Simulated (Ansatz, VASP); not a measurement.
Two plane-wave programs on Pt3Rh

File INCAR:

```
ALGO = Normal
EDIFF = 1E-7
ENCUT = 520
ISIF = 2
ISMEAR = 0
LASPH = T
LCHARG = F
LREAL = F
LWAVE = F
NBANDS = 30
NELM = 80
PREC = Accurate
SIGMA = 0.05
```

Contents of KPOINTS:

```
k-points
0
Gamma
  10 10 10
```

File POSCAR:

```
Pt3Rh
1.0
    3.9098689896      0.0000000000      0.0000000000
    0.0000000000      3.9098689896      0.0000000000
    0.0000000000      0.0000000000      3.9098689896
Rh Pt
1 3
Direct
    0.5000000000      0.5000000000      0.5000000000
    0.5000000000      0.0000000000      0.0000000000
    0.0000000000      0.5000000000      0.0000000000
    0.0000000000      0.0000000000      0.5000000000
```

Input for Ansatz:

```yaml
crystal:
  lattice:
    - [3.9098689896, 0.0, 0.0]
    - [0.0, 3.9098689896, 0.0]
    - [0.0, 0.0, 3.9098689896]
  atoms:
    - { symbol: Rh, position: [0.5, 0.5, 0.5] }
    - { symbol: Pt, position: [0.5, 0.0, 0.0] }
    - { symbol: Pt, position: [0.0, 0.5, 0.0] }
    - { symbol: Pt, position: [0.0, 0.0, 0.5] }
basis:
  ecutwfc: 420
  fft_grid_basis: typed
kpoints:
  mp_grid: { grid: [10, 10, 10] }
hamiltonian:
  xc: lda
  pseudopotentials: { kind: paw }
scf:
  occupations: { method: gaussian, width: 0.05 }
output:
  forces: true
  stress: true
  eigenvalues: true
  bader: true
  write_density: true
  volumetric_format: npy
  elf: true
```

Alike in both runs: task single point; functional LDA; k mesh 10 × 10 × 10; occupations gaussian, width 0.05 eV; no spin polarisation.

|  | VASP | Ansatz |
| --- | --- | --- |
| version | VASP 6.6.1 | Ansatz 0.2.0 |
| potentials or method | VASP PAW LDA potentials, release 64 (Rh_pv, Pt), cutoff 520 eV | scalar-relativistic, plane waves, PAW |
| valence electrons in the cell | 45 | 71 |

|  | VASP | Ansatz | Ansatz less VASP |
| --- | --- | --- | --- |
| gap on the k mesh at the Fermi level (eV) | none | none | - |
| pressure (GPa) | -10.3 | -11.0 | -0.68 |

LDA's correlation is that of Perdew and Zunger in VASP and of Perdew and Wang (1992) in Ansatz. A gap of «none» marks a metal or a gap that the smearing closes. VASP's potentials hold 45 valence electrons a cell and Ansatz's 71, so a difference there can come from the potentials and not from the codes.

Neither program's run includes spin-orbit coupling.
